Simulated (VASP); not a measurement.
Set up this calculation in VASP 6.6.1, as the native input.

```yaml
Task: single point
Functional: PBE
Potentials_or_basis: VASP PAW PBE potentials, release 64 (Fe)
Cutoff: 520 eV
k_mesh: 9 × 9 × 9
Occupations: fermi-dirac, width 0.1 eV
Spin: non-collinear spin, typed start
Starting_moments: "[[0.0, 0.0, 2.2], [0.0, 0.0, 2.2]] μB"
Dipole_correction: no
Further_INCAR_settings: ALGO = Normal; EDIFF = 1e-06; NBANDS = 28
```

The structure of Fe lies in POSCAR:

```
Fe
1.0
    0.0000000000     -1.9417396906      1.9651051623
    0.0000000000      1.9417396906      1.9651051623
   -2.9968794198      0.0000000000      0.0000000000
Fe
2
Direct
    0.0000000000      0.0000000000      0.0000000000
    0.5000000000      0.5000000000      0.5000000000
```

One way to write it, as run:

INCAR

```
SYSTEM = Fe
ALGO = Normal
EDIFF = 1E-6
ENCUT = 520
GGA = PE
ISIF = 2
ISMEAR = -1
LASPH = .TRUE.
LCHARG = .FALSE.
LMAXMIX = 4
LNONCOLLINEAR = .TRUE.
LORBIT = 11
LREAL = .FALSE.
LWAVE = .FALSE.
MAGMOM = 0 0 2.2 0 0 2.2
NBANDS = 28
NELM = 150
PREC = Accurate
SIGMA = 0.1
```

KPOINTS

```
k-points
0
G
  9 9 9
  0 0 0
```

Potentials or basis: VASP PAW PBE potentials, release 64 (Fe).

Command:

```console
$ cat potpaw_PBE.64/Fe/POTCAR > POTCAR
$ mpirun -np 1 vasp_ncl > vasp.out
```

Results of the run:

| Item | Value |
| --- | --- |
| Pressure | -0.6 GPa |
| Band gap on the k mesh | zero (bands 16 and 17 overlap by 0.96 eV) |
| Net moment | 4.42 μB per cell |
| Valence electrons inside the program's atomic spheres | Fe 7.25 |

It took 33 min on 1 thread of Intel Xeon 8259CL, on a shared host, peak memory 0.34 GiB.
